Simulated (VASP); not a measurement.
Crystal: LaScF2.

```
CELL_PARAMETERS angstrom
0.00000 4.10626 4.10626
4.10626 0.00000 4.10626
4.10626 4.10626 0.00000
ATOMIC_POSITIONS crystal
La 0.75000 0.75000 0.75000
La 0.50000 0.50000 0.50000
Sc 0.00000 0.00000 0.00000
Sc 0.25000 0.25000 0.25000
F 0.12500 0.12500 0.12500
F 0.12500 0.12500 0.62500
F 0.12500 0.62500 0.12500
F 0.62500 0.12500 0.12500
```

The cell was built from a structure type or drawn by symmetry, and may not be a known phase.

* Program: VASP 6.6.1
* Task: relaxation of cell and atoms
* Functional: PBE
* Potentials or basis: VASP PAW PBE potentials, release 64 (La, Sc_sv, F)
* Cutoff: 600 eV
* k mesh: 4 × 4 × 4
* Occupations: gaussian, width 0.1 eV
* Spin: no spin polarisation

At the start: pressure 39.3 GPa; volume 17.31 Å³/atom.

Q: Where does the relaxation end?

A: Over 4 steps the energy falls by 732.6 meV/atom and the volume is 25.36 Å³/atom (+46.5 %); space group Fd-3m (No. 227, to 0.1 Å) before and after.

Step by step:
| step | energy change (eV) | largest force (eV/Å) | pressure (GPa) | volume (Å³) |
| --- | --- | --- | --- | --- |
| 1 | 0.0000 | 0.0000 | 39.31 | 138.47 |
| 2 | -4.8318 | 0.0000 | -7.49 | 242.21 |
| 3 | -5.8582 | 0.0000 | 0.47 | 200.94 |
| 4 | -5.8607 | 0.0000 | -0.03 | 202.87 |

Final structure:
```
CELL_PARAMETERS angstrom
0.00000 4.66372 4.66372
4.66372 0.00000 4.66372
4.66372 4.66372 0.00000
ATOMIC_POSITIONS crystal
La 0.75000 0.75000 0.75000
La 0.50000 0.50000 0.50000
Sc 0.00000 0.00000 0.00000
Sc 0.25000 0.25000 0.25000
F 0.12500 0.12500 0.12500
F 0.12500 0.12500 0.62500
F 0.12500 0.62500 0.12500
F 0.62500 0.12500 0.12500
```

Caveat: the volume moved by over 15 % at a fixed basis, so the end points are rough.
